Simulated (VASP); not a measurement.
Runs of VASP 6.6.1 on Hf. The typed cell holds 1 atom: a = 3.078 Å, b = 3.058 Å, c = 3.476 Å, α = 55.73°, β = 55.49°, γ = 61.24°. 

| task | level | spin | cell | k mesh | cutoff (eV) | smearing | gap on the mesh (eV) | pressure (GPa) | relaxed volume (Å³/atom) |
| --- | --- | --- | --- | --- | --- | --- | --- | --- | --- |
| relaxation of cell and atoms | PBE | off | relaxed | 11 × 11 × 10 | 600 | fermi-dirac 0.05 eV | none | 0.0 | 22.44 |
| relaxation of cell and atoms | PBE+D4 | off | relaxed | 11 × 11 × 10 | 600 | fermi-dirac 0.05 eV | none | 0.0 | 22.10 |
| single point | PBE+D3(BJ) | off | as given | 11 × 11 × 10 | 520 | fermi-dirac 0.05 eV | none | -0.1 | - |
| relaxation of cell and atoms | PBE+D3(BJ) | off | relaxed | 11 × 11 × 10 | 600 | fermi-dirac 0.05 eV | none | 0.0 | (a) |
| single point | PBE | non-collinear, zero start, SOC | as given | 8 × 8 × 7 | 520 | methfessel-paxton 0.1 eV | - | (b) | - |

Alike in all rows: potentials or basis VASP PAW PBE potentials, release 64 (Hf_pv).

Task: Estimate the missing entries.

Result: (a) 21.71; (b) 2.7.

Caveats: spin-orbit coupling is left out, which moves the levels of the heavy elements (at least some runs); three body term missing (at least some runs).

A k mesh can miss the band edges, and rows without SOC leave out spin-orbit coupling on Hf.

A gap of «none» marks levels without a gap at the run's occupations.
